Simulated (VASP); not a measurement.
A run of VASP 6.6.1:

INCAR

```
SYSTEM = P
ALGO = Normal ; EDIFF = 1E-6
ENCUT = 500 ; GGA = PS
GGA_COMPAT = .False. ; ISIF = 2
ISMEAR = -1 ; LASPH = .True.
LCHARG = .False. ; LREAL = .False.
LWAVE = .False. ; NBANDS = 8
NELM = 120 ; PREC = Accurate
SIGMA = 0.08
```

KPOINTS

```
k-points
0
Gamma
  10 10 9
  0 0 0
```

POSCAR

```
P
1.0
    4.2151558207      0.0000000000      0.0000000000
    0.0000000000      4.2151558207      0.0000000000
    0.0000000000      0.0000000000      4.3188305846
P
1
Direct
    0.0000000000      0.0000000000      0.0000000000
```

Potentials or basis: VASP PAW PBE potentials, release 64 (P).

Run with:

```sh
$ cat potpaw_PBE.64/P/POTCAR > POTCAR
$ mpirun -np 1 vasp_std > vasp.out
```

Hardware: 1 thread of Intel Xeon 8259CL (shared host).

Task: How long does it take, and how much memory?

Result: Run time: 40 s on 1 thread of Intel Xeon 8259CL (shared host), peak memory 0.2 GiB. Counts: scf iterations 12, k points 105.
